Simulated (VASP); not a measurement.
Runs of VASP 6.6.1 on BN. The structure is that of space group Fmm2 (No. 42), or close to it. The cells are those of the table. 

```csv
cell,gap on the mesh (eV),pressure (GPa),largest force (eV/Å)
"a = 4.245, b = 2.582, c = 3.833 Å, angles 80.3, 36.8, 62.9°, 2 atoms",(a),-19.1,0.01
"a = 4.112, b = 2.502, c = 3.713 Å, angles 80.3, 36.8, 62.9°, 2 atoms",4.32,-0.1,0.01
"a = 4.180, b = 2.543, c = 3.774 Å, angles 80.3, 36.8, 62.9°, 2 atoms",(d),-10.7,0.01
"a = 4.078, b = 2.481, c = 3.681 Å, angles 80.3, 36.8, 62.9°, 2 atoms",4.34,6.1,0.01
"a = 4.007, b = 2.438, c = 3.617 Å, angles 80.3, 36.8, 62.9°, 2 atoms",4.35,(c),(b)
"a = 4.042, b = 2.459, c = 3.650 Å, angles 80.3, 36.8, 62.9°, 2 atoms",4.35,13.1,0.01
"a = 4.146, b = 2.522, c = 3.743 Å, angles 80.3, 36.8, 62.9°, 2 atoms",4.31,-5.7,0.01
"a = 4.212, b = 2.563, c = 3.803 Å, angles 80.3, 36.8, 62.9°, 2 atoms",4.28,-15.1,0.01
```

Alike in all rows: task single point; level r2SCAN; potentials or basis VASP PAW PBE potentials, release 64 (B, N); no spin polarisation; k mesh 8 × 8 × 8; cutoff (eV) 520; smearing methfessel-paxton 0.01 eV.

Task: Estimate the missing entries.

Result: (a) 4.26; (b) 0.02; (c) 21.0; (d) 4.29.

Caveats: the PAW data sets were made with another functional, which shifts forces and pressure a little.

A k mesh can miss the band edges.
